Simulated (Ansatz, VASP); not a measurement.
## Si in VASP and in Ansatz

Contents of INCAR:

```
PREC     = Accurate       # precision mode
ENCUT    = 520            # plane-wave cutoff, eV
EDIFF    = 1E-7           # SCF threshold, eV
ISMEAR   = 0              # smearing method
SIGMA    = 0.03           # smearing width, eV
LREAL    = False          # projectors in reciprocal space
LASPH    = True           # aspherical terms in the spheres
NELM     = 60             # most SCF steps
ALGO     = Normal         # electronic algorithm
ISIF     = 2              # what is computed and relaxed
LWAVE    = False          # write WAVECAR
LCHARG   = True           # write CHGCAR
GGA      = CA             # functional
LELF     = True           # ELF
LVHAR    = True         
NBANDS   = 16             # bands
```

KPOINTS

```
Automatic mesh
0
Gamma
  12 12 6
```

Contents of POSCAR:

```
Si
1.0
    3.7054125847      0.0000000000      0.0000000000
   -1.8527062924      3.2089814298      0.0000000000
    0.0000000000      0.0000000000      6.6197195825
Si
4
Direct
    0.3333333333      0.6666666667      0.0391837161
    0.6666666667      0.3333333333      0.5391837161
    0.3333333333      0.6666666667      0.4608162839
    0.6666666667      0.3333333333      0.9608162839
```

Input for Ansatz:

```yaml
crystal:
  lattice:
    - [3.7054125847, 0.0, 0.0]
    - [-1.8527062924, 3.2089814298, 0.0]
    - [0.0, 0.0, 6.6197195825]
  atoms:
    - { symbol: Si, position: [0.3333333333, 0.6666666667, 0.0391837161] }
    - { symbol: Si, position: [0.6666666667, 0.3333333333, 0.5391837161] }
    - { symbol: Si, position: [0.3333333333, 0.6666666667, 0.4608162839] }
    - { symbol: Si, position: [0.6666666667, 0.3333333333, 0.9608162839] }
basis:
  ecutwfc: 420
kpoints:
  mp_grid: { grid: [12, 12, 6] }
hamiltonian:
  xc: lda
  pseudopotentials: { kind: paw, azcp: { folder: soft_1 } }
scf:
  occupations: { method: gaussian, width: 0.03 }
output:
  forces: true
  stress: true
  eigenvalues: true
```

Alike in both runs: task single point; functional LDA; k mesh 12 × 12 × 6; occupations gaussian, width 0.03 eV; no spin polarisation.

```csv
,VASP,Ansatz
version,VASP 6.6.1,Ansatz 0.2.0
potentials or method,"VASP PAW LDA potentials, release 64 (Si), cutoff 520 eV","scalar-relativistic, plane waves, PAW"
valence electrons in the cell,16,16
```

|  | VASP | Ansatz | Ansatz less VASP |
| --- | --- | --- | --- |
| gap on the k mesh at the Fermi level (eV) | none | none | - |
| pressure (GPa) | 7.0 | 7.0 | -0.05 |
| traceless stress, the component that is largest in VASP (GPa) | -17.54 | -17.43 | +0.104 |
| rms of the force components (eV/Å) | 1.332 | 1.328 | -0.0049 |

Ansatz warns that its potentials were made for another functional, while VASP's fit it. LDA's correlation is that of Perdew and Zunger in VASP and of Perdew and Wang (1992) in Ansatz. Atom by atom the forces differ by 0.005 eV/Å (rms over components). A gap of «none» marks a metal or a gap that the smearing closes.
